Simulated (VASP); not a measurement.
# C (P-1) in VASP: further runs

Runs on C. Level: PBE+D3(BJ). Tasks: single point.

All numbers are computed with VASP 6.6.1; they aren't measurements. Logs are shortened: lines on timing, memory, paths and dates and some standing lists are left out, and cuts for length are marked.

## (1) The cell of the first run

The typed cell holds 10 atoms: a = 3.650 Å, b = 2.465 Å, c = 12.213 Å, α = 100.66°, β = 80.42°, γ = 90.00°.

## (2) Single point, PBE+D3(BJ) (the part above a cut slid along it)

Contents of INCAR:

```
  ALGO = Normal
  EDIFF = 1E-6
  ENCUT = 520
  GGA = PE
  ISIF = 2
  ISMEAR = 0
  IVDW = 12
  LASPH = T
  LCHARG = F
  LREAL = F
  LWAVE = F
  NBANDS = 31
  NELM = 100
  PREC = Accurate
  SIGMA = 0.05
```

Contents of KPOINTS:

```
k-points
0
Gamma
  7 11 3
```

Contents of POSCAR:

```
C
1.0
    0.0000000000      1.4231666446     -3.3613878322
   -2.4649969361      0.0000000000      0.0000000000
    2.2595805248     11.6852990506      2.7405733127
C
10
Direct
    0.2873274073      0.2601022230      0.7201115161
    0.7453580921      0.6507571034      0.0553713855
    0.8808504209      0.3030933833      0.2215564182
    0.0163427497      0.9554296632      0.3877414508
    0.1518350785      0.6077659431      0.5539264834
    0.7901342367      0.2015791765      0.1108136471
   -0.0743734345      0.8539154564      0.2769986797
    0.0611188943      0.5062517363      0.4431837123
    0.1966112231      1.1585880162      0.6093687450
    0.3321035519      0.8109242961      0.7755537776
```

Potentials or basis: VASP PAW PBE potentials, release 64 (C).

Launch:

```bash
$ cat potpaw_PBE.64/C/POTCAR > POTCAR
$ mpirun -np 1 vasp_std > vasp.out
```

OUTCAR:

```text
EDIFF = 1E-6
   ENCUT = 520
   GGA = PE
   ISIF = 2
   ISMEAR = 0
   IVDW = 12
   LASPH = T
   LREAL = F
   NELM = 100
   PREC = Accurate
 IVDW          = 12

 ion  position               nearest neighbor table
   1  0.287  0.260  0.720-  10 1.42  10 1.42   9 1.42
   2  0.745  0.651  0.055-   6 1.42   6 1.42
   3  0.881  0.303  0.222-   7 1.42   7 1.42   6 1.42
   4  0.016  0.955  0.388-   8 1.42   8 1.42   7 1.42
   5  0.152  0.608  0.554-   9 1.42   9 1.42   8 1.42
   6  0.790  0.202  0.111-   2 1.42   2 1.42   3 1.42
   7  0.926  0.854  0.277-   3 1.42   3 1.42   4 1.42
   8  0.061  0.506  0.443-   4 1.42   4 1.42   5 1.42
   9  0.197  0.159  0.609-   5 1.42   5 1.42   1 1.42
  10  0.332  0.811  0.776-   1 1.42   1 1.42

  LATTYP: Found a triclinic cell.
 ALAT       =     2.4649969361
 B/A-ratio  =     1.7868600557
 C/A-ratio  =     4.9631828897
 COS(alpha) =     0.0125490001
 COS(beta)  =     0.2182739096
 COS(gamma) =     0.5596409169

  Lattice vectors:

 A1 = (   2.4649969361,   0.0000000000,   0.0000000000)
 A2 = (   2.4649969361,  -1.4231666446,   3.3613878322)
 A3 = (   2.6704133474, -10.2621324060,  -6.1019611449)

Analysis of symmetry for initial positions (statically):
=====================================================================
 Subroutine PRICEL returns:
 Original cell was already a primitive cell.

 Routine SETGRP: Setting up the symmetry group for a
 triclinic supercell.

 Subroutine GETGRP returns: Found  2 space group operations
 (whereof  1 operations were pure point group operations)
 out of a pool of  2 trial point group operations.

The static configuration has the point symmetry C_1 .
 The point group associated with its full space group is S_2 .

Analysis of symmetry for dynamics (positions and initial velocities):
=====================================================================
 Subroutine PRICEL returns:
 Original cell was already a primitive cell.

 Routine SETGRP: Setting up the symmetry group for a
 triclinic supercell.

 Subroutine GETGRP returns: Found  2 space group operations
 (whereof  1 operations were pure point group operations)
 out of a pool of  2 trial point group operations.

The dynamic configuration has the point symmetry C_1 .
 The point group associated with its full space group is S_2 .

 Subroutine INISYM returns: Found  2 space group operations
 (whereof  1 operations are pure point group operations),
 and found     1 'primitive' translations

----------------------------------------------------------------------------------------

                                     Primitive cell

  volume of cell :     106.4364

  direct lattice vectors                    reciprocal lattice vectors
     0.000000000  1.423166645 -3.361387832     0.000000000  0.063469882 -0.270623869
    -2.464996936  0.000000000  0.000000000    -0.405680017  0.071360245  0.030212973
     2.259580525 11.685299051  2.740573313     0.000000000  0.077847540  0.032959607

  length of vectors
     3.650250876  2.464996936 12.213216617     0.277967092  0.413014993  0.084537418

  position of ions in fractional coordinates (direct lattice)
     0.287327407  0.260102223  0.720111516
     0.745358092  0.650757103  0.055371386
     0.880850421  0.303093383  0.221556418
     0.016342750  0.955429663  0.387741451
     0.151835078  0.607765943  0.553926483
     0.790134237  0.201579176  0.110813647
     0.925626565  0.853915456  0.276998680
     0.061118894  0.506251736  0.443183712
     0.196611223  0.158588016  0.609368745
     0.332103552  0.810924296  0.775553778

  ion indices of the primitive-cell ions
   primitive index   ion index
                 1           1
                 2           2
                 3           3
                 4           4
                 5           5
                 6           6
                 7           7
                 8           8
                 9           9
                10          10

----------------------------------------------------------------------------------------

 KPOINTS: k-points

Automatic generation of k-mesh.
 Grid dimensions read from file:
 generate k-points for:    7   11    3

 Generating k-lattice:

  Cartesian coordinates                     Fractional coordinates (reciprocal lattice)
     0.000000000  0.009067126 -0.038660553     0.142857143  0.000000000 -0.000000000
    -0.036880002  0.006487295  0.002746634    -0.000000000  0.090909091  0.000000000
     0.000000000  0.025949180  0.010986536     0.000000000  0.000000000  0.333333333

  Length of vectors
     0.039709585  0.037546818  0.028179139

  Shift w.r.t. Gamma in fractional coordinates (k-lattice)
     0.000000000  0.000000000  0.000000000

 Subroutine IBZKPT returns following result:
 ===========================================

 Found    116 irreducible k-points:

 Following reciprocal coordinates:
            Coordinates               Weight
  0.000000  0.000000  0.000000      1.000000
  0.142857  0.000000 -0.000000      2.000000
  0.285714  0.000000 -0.000000      2.000000
  0.428571  0.000000  0.000000      2.000000
  0.000000  0.090909  0.000000      2.000000
  0.142857  0.090909 -0.000000      2.000000
[... 16 lines left out ...]
 -0.428571  0.272727  0.000000      2.000000
 -0.285714  0.272727  0.000000      2.000000
 [... further k-points ...]
   k-points           NKPTS =    116   k-points in BZ     NKDIM =    116   number of bands    NBANDS=     31
   number of dos      NEDOS =    301   number of ions     NIONS =     10
   total plane-waves  NPLWV =  48384
   dimension x,y,z NGX =    28 NGY =   18 NGZ =   96
   dimension x,y,z NGXF=    56 NGYF=   36 NGZF=  192
   ions per type =              10
   NGX,Y,Z   is equivalent  to a cutoff of  12.75, 12.14, 13.07 a.u.
   NGXF,Y,Z  is equivalent  to a cutoff of  25.50, 24.28, 26.13 a.u.
 SYSTEM =  unknown system
   PREC   = accura    normal or accurate (medium, high low for compatibility)
   ISTART =      0    job   : 0-new  1-cont  2-samecut
   ICHARG =      2    charge: 1-file 2-atom 10-const
   ISPIN  =      1    spin polarized calculation?
   LNONCOLLINEAR =      F non collinear calculations
   LSORBIT =      F    spin-orbit coupling
   LASPH  =      T    aspherical Exc in radial PAW
   ENCUT  =  520.0 eV  38.22 Ry    6.18 a.u.   6.79  4.58 22.71*2*pi/ulx,y,z
   NELM   =    100;   NELMIN=  2; NELMDL= -5     # of ELM steps
   EDIFF  = 0.1E-05   stopping-criterion for ELM
   LREAL  =      F    real-space projection
[... 7 lines left out ...]
   TEBEG  =    0.0;   TEEND  =   0.0 temperature during run
   PSTRESS=    0.0 pullay stress
   NELECT =      40.0000    total number of electrons
   NUPDOWN=      -1.0000    fix difference up-down
   EMIN   =  10.00;   EMAX   =-10.00  energy-range for DOS
   EFERMI =   0.00;   METHOD = LEGACY
   ISMEAR =     0;   SIGMA  =   0.05  broadening in eV -4-tet -1-fermi 0-gaus
   EFERMI_NEDOS =   21; number of points for ismear=-14 and -15
   IALGO  =     38    algorithm
   IMIX   =      4    mixing-type and parameters
     AMIX     =   0.40;   BMIX     =  1.00
     AMIX_MAG =   1.60;   BMIX_MAG =  1.00
  volume/ion in A,a.u.               =      10.64        71.83
  Fermi-wavevector in a.u.,A,eV,Ry     =   1.181403  2.232528 18.989834  1.395713
  Thomas-Fermi vector in A             =   2.317677
   LORBIT       =      0    0 simple, 1 ext, 2 COOP (PROOUT), +10 PAW based schemes
   GGA     = PE    functional components
   LHFCALC =     F    Hartree Fock is set to
   AEXX    =    0.0000 exact exchange contribution
   IVDW    =    12    specifies the selected vdW correction
   LEPSILON=     F    determine dielectric tensor
   LRPA    =     F    only Hartree local field effects (RPA)
 non-spin polarized calculation
 Gauss-broadening in eV      SIGMA  =   0.05
  energy-cutoff  :      520.00
  volume of cell :      106.44
 maximum number of plane-waves:      2898
   NGX = 13   NGY =  9   NGZ = 45

 number of electron      39.9999999 magnetization

 Free energy of the ion-electron system (eV)
  ---------------------------------------------------
  ext. energy  EPLUGINS =         0.00000000
  ---------------------------------------------------
  free energy    TOTEN  =       -85.65632975 eV

  energy without entropy =      -85.65168733  energy(sigma->0) =      -85.65400854

 E-fermi :   2.4532     XC(G=0):  -9.3599

 val. band max:        2.4523390312   @ k =  -0.4286   0.2727   0.3333
 cond. band min:       2.4568483162   @ k =  -0.4286   0.0909   0.0000
 fundamental gap:      0.0045092850
 Fermi energy:         2.4532430421

 k-point     1 :       0.0000    0.0000    0.0000
  band No.  band energies     occupation
      1     -16.8703      2.00000
      2     -16.0928      2.00000
      3     -14.9428      2.00000
      4     -13.4302      2.00000
      5     -11.9452      2.00000
      6      -9.0960      2.00000
[... 23 lines left out ...]
     30      10.8252      0.00000
     31      11.5439      0.00000

 k-point     2 :       0.1429    0.0000   -0.0000
  band No.  band energies     occupation
      1     -16.8232      2.00000
      2     -16.0553      2.00000
      3     -14.9184      2.00000
      4     -13.4214      2.00000
      5     -11.9518      2.00000
      6      -9.1123      2.00000
[... 23 lines left out ...]
     30      10.8606      0.00000
     31      11.3156      0.00000

 k-point     3 :       0.2857    0.0000   -0.0000
  band No.  band energies     occupation
      1     -16.7112      2.00000
      2     -15.9689      2.00000
      3     -14.8651      2.00000
      4     -13.4052      2.00000
      5     -11.9694      2.00000
      6      -9.1512      2.00000
[... 703 lines left out ...]
     30      12.8458      0.00000
     31      13.0728      0.00000

 k-point    24 :      -0.2857    0.2727    0.0000
  band No.  band energies     occupation
      1     -15.4058      2.00000
      2     -14.6765      2.00000
      3     -13.5935      2.00000
      4     -12.1883      2.00000
      5     -10.8098      2.00000
      6      -8.6704      2.00000
[... 23 lines left out ...]
     30      11.6591      0.00000
     31      12.0167      0.00000

 [... further k-points ...]

------------------------ aborting loop because EDIFF is reached ----------------------------------------

 Edisp (eV)   -1.39294

 E8    (eV) :    -0.3962

  FORCE on cell =-STRESS in cart. coord.  units (eV):
  Direction    XX          YY          ZZ          XY          YZ          ZX
  --------------------------------------------------------------------------------------
  -------------------------------------------------------------------------------------
  Total      -0.54108    -0.84093    -0.43394    -0.04611    -0.08638    -0.02950
  in kB      -8.14478   -12.65845    -6.53199    -0.69412    -1.30033    -0.44403
  external pressure =       -9.11 kB  Pullay stress =        0.00 kB

 VOLUME and BASIS-vectors are now :
 -----------------------------------------------------------------------------
  energy-cutoff  :      520.00
  volume of cell :      106.44
      direct lattice vectors                 reciprocal lattice vectors
     0.000000000  1.423166645 -3.361387832     0.000000000  0.063469882 -0.270623869
    -2.464996936  0.000000000  0.000000000    -0.405680017  0.071360245  0.030212973
     2.259580525 11.685299051  2.740573313     0.000000000  0.077847540  0.032959607

 POSITION                                       TOTAL-FORCE (eV/Angst)
 -----------------------------------------------------------------------------------
      0.98600      8.82363      1.00770        -0.004246      2.464389      0.097119
     -1.47900      1.70780     -2.35369        -0.017517      1.268213     -0.047475
     -0.24650      3.84255     -2.35369        -0.001997      0.757366      0.060390
     -1.47900      4.55413      1.00770        -0.000175      0.097551      0.004841
     -0.24650      6.68888      1.00770        -0.000266      0.109573      0.011736
     -0.24650      2.41938     -2.35225         0.004246     -2.464389     -0.097119
     -1.47900      4.55413     -2.35225         0.000266     -0.109573     -0.011736
     -0.24650      5.26572      1.00913         0.000175     -0.097551     -0.004841
      0.98600      7.40047      1.00913         0.001997     -0.757366     -0.060390
     -0.24650      9.53522      1.00913         0.017517     -1.268213      0.047475
 -----------------------------------------------------------------------------------
    total drift:                                0.000005     -0.000002     -0.000008

  FREE ENERGIE OF THE ION-ELECTRON SYSTEM (eV)
  ---------------------------------------------------
  free  energy   TOTEN  =       -87.0492680448 eV

  energy  without entropy=      -87.0446256239  energy(sigma->0) =      -87.04694683
```

Wall time 8.3 min (1 thread of Intel Xeon 8259CL, shared host); peak memory 0.38 GiB.

Results:

```yaml
Free_energy: -87.0493 eV
Pressure: -0.9 GPa
Largest_force: 2.466 eV/Å
Band_gap_on_the_k_mesh: zero (bands 20 and 21 overlap by 0.06 eV)
Dispersion_energy_per_atom: -0.139 eV
```

Forces in eV/Å, atoms in the order of the input:
```
C   -0.004  2.464  0.097
C   -0.018  1.268 -0.047
C   -0.002  0.757  0.060
C    0.000  0.098  0.005
C    0.000  0.110  0.012
C    0.004 -2.464 -0.097
C    0.000 -0.110 -0.012
C    0.000 -0.098 -0.005
C    0.002 -0.757 -0.060
C    0.018 -1.268  0.047
```

Levels at points of the mesh, in eV from the Fermi level:
```csv
k point,band 18,band 19,band 20,band 21,band 22,band 23
"(0.00, 0.00, 0.00)",-3.00,-2.75,-0.42,0.46,2.38,4.62
```

Caveat: the cell differs from its parent crystal (the part above a cut slid along it); forces of over 1 eV/Å act on the atoms, so gaps and moduli don't describe the material at rest.

## (3) Single point, PBE+D3(BJ) (the part above a cut slid along it)

Contents of INCAR:

```
SYSTEM = C
PREC = Accurate
ENCUT = 520
EDIFF = 1E-6
ISMEAR = 0
SIGMA = 0.05
LREAL = .False.
LASPH = .True.
NELM = 60
ALGO = Normal
ISIF = 2
LWAVE = .False.
LCHARG = .False.
GGA = PE
IVDW = 12
NBANDS = 31
```

Contents of KPOINTS:

```
Automatic mesh
0
Gamma
  7 11 3
  0 0 0
```

Contents of POSCAR:

```
C
1.0
    0.0000000000      1.4231666446     -3.3613878322
   -2.4649969361      0.0000000000      0.0000000000
    1.4379148794     10.0137858260      3.3541894899
C
10
Direct
    0.5075026698      0.0719294586      0.8090219290
    0.7622879829      0.6362879740      0.0622079555
    0.9485916547      0.2451983452      0.2489114489
    0.1348953264      0.8541087163      0.4356149422
    0.3211989981      0.4630190874      0.6223184356
    0.8240156888      0.1726223971      0.1244955379
    0.0103193605      0.7815327682      0.3111990313
    0.1966230322      0.3904431394      0.4979025246
    0.3829267039      0.9993535105      0.6846060180
    0.5692303756      0.6082638816      0.8713095114
```

Potentials or basis: VASP PAW PBE potentials, release 64 (C).

Launch:

```bash
$ cat potpaw_PBE.64/C/POTCAR > POTCAR
$ mpirun -np 1 vasp_std > vasp.out
```

It took 6.8 min on 1 thread of Intel Xeon 8259CL, shared host; peak memory 0.34 GiB.

Results (log left out):

| Quantity | Value |
| --- | --- |
| Free energy | -90.1106 eV |
| Pressure | -7.4 GPa |
| Largest force | 2.880 eV/Å |
| Band gap on the k mesh | zero (bands 20 and 21 overlap by 0.03 eV) |
| Dispersion energy per atom | -0.152 eV |

Forces in eV/Å, atoms in the order of the input:
```
C   -0.124  2.877  0.011
C   -0.931 -2.171 -0.050
C   -0.109  0.742  0.020
C   -0.021  0.286  0.014
C   -0.020  0.415  0.015
C    0.124 -2.877 -0.011
C    0.020 -0.415 -0.015
C    0.021 -0.286 -0.014
C    0.109 -0.742 -0.020
C    0.931  2.171  0.050
```

Stress tensor (GPa, compression positive):
```
 -3.07  -3.75  -0.12
 -3.75 -18.83  -0.14
 -0.12  -0.14  -0.26
```

Levels at points of the mesh, in eV from the Fermi level:
```tsv
k point	band 16	band 17	band 18	band 19	band 20	band 21	band 22	band 23	band 24	band 25
(0.00, 0.00, 0.00)	-4.22	-4.19	-3.41	-3.32	-2.52	2.17	2.36	3.36	4.44	5.96
```

Caveat: the cell differs from its parent crystal (the part above a cut slid along it); the stress differs along the axes, from -19 to -0 GPa; forces of over 1 eV/Å act on the atoms, so gaps and moduli don't describe the material at rest.

## (4) Single point, PBE+D3(BJ) (the part above a cut slid along it)

Contents of INCAR:

```
PREC = Accurate
ENCUT = 520
EDIFF = 1E-6
ISMEAR = 0
SIGMA = 0.05
LREAL = F
LASPH = T
NELM = 80
ALGO = Normal
ISIF = 2
LWAVE = F
LCHARG = F
GGA = PE
IVDW = 12
NBANDS = 31
```

Contents of KPOINTS:

```
Automatic mesh
0
Gamma
  7 11 3
```

Contents of POSCAR:

```
C
1.0
    0.0000000000      1.4231666446     -3.3613878322
   -2.4649969361      0.0000000000      0.0000000000
    1.8487477021     10.2509802668      2.7939581845
C
10
Direct
    0.3726656816      0.2067664467      0.8090219290
    0.7519199904      0.6466559666      0.0622079555
    0.9071064132      0.2866835866      0.2489114489
    0.0622928360      0.9267112067      0.4356149422
    0.2174792588      0.5667388267      0.6223184356
    0.8032664325      0.1933716534      0.1244955379
   -0.0415471447      0.8333992734      0.3111990313
    0.1136392781      0.4734268935      0.4979025246
    0.2688257009      1.1134545135      0.6846060180
    0.4240121237      0.7534821335      0.8713095114
```

Launch:

```bash
$ cat potpaw_PBE.64/C/POTCAR > POTCAR
$ mpirun -np 1 vasp_std > vasp.out
```

Wall time 7.9 min (1 thread of Intel Xeon 8259CL, shared host); peak memory 0.35 GiB.

The run converged. Its results:

```yaml
Free_energy: -88.6283 eV
Pressure: -4.9 GPa
Largest_force: 2.703 eV/Å
Band_gap_on_the_k_mesh: zero (bands 20 and 21 overlap by 0.11 eV)
Dispersion_energy_per_atom: -0.153 eV
```

Forces on the atoms (eV/Å):
```
C   -0.153  2.686 -0.257
C   -1.125 -0.174  0.289
C   -0.133  0.763 -0.120
C   -0.014  0.235  0.035
C   -0.013  0.307  0.018
C    0.153 -2.686  0.257
C    0.013 -0.307 -0.018
C    0.014 -0.235 -0.035
C    0.133 -0.763  0.120
C    1.125  0.174 -0.289
```

Stress tensor (GPa, compression positive):
```
-3.86 -4.81 -0.05
-4.81 -9.68  1.65
-0.05  1.65 -1.11
```

Levels at points of the mesh, in eV from the Fermi level:
```
           k point  band 16  band 17  band 18  band 19  band 20  band 21  band 22  band 23  band 24  band 25
(0.00, 0.00, 0.00)    -4.07    -3.81    -3.15    -2.85    -1.74     1.50     2.28     3.98     4.81     6.18
```

Caveat: the cell differs from its parent crystal (the part above a cut slid along it); the stress differs along the axes, from -10 to -1 GPa; forces of over 1 eV/Å act on the atoms, so gaps and moduli don't describe the material at rest.

## (5) Summary

```tsv
cell	gap on the mesh (eV)	pressure (GPa)	largest force (eV/Å)
a = 3.650, b = 2.465, c = 12.213 Å, angles 100.7, 80.4, 90.0°, 10 atoms	none	-0.9	2.47
a = 3.650, b = 2.465, c = 10.658 Å, angles 97.8, 85.6, 90.0°, 10 atoms	none	-7.4	2.88
a = 3.650, b = 2.465, c = 10.785 Å, angles 99.9, 82.4, 90.0°, 10 atoms	none	-4.9	2.70
```

Alike in all rows: task single point; level PBE+D3(BJ); potentials or basis VASP PAW PBE potentials, release 64 (C); no spin polarisation; k mesh 7 × 11 × 3; cutoff (eV) 520; smearing gaussian 0.05 eV.

Caveats: forces of over 1 eV/Å act on the atoms, so gaps and moduli don't describe the material at rest; the stress differs along the axes, from -19 to -0 GPa (at least some runs); the stress differs along the axes, from -10 to -1 GPa (at least some runs).

Absolute energies hang on the potentials; compare differences alone.
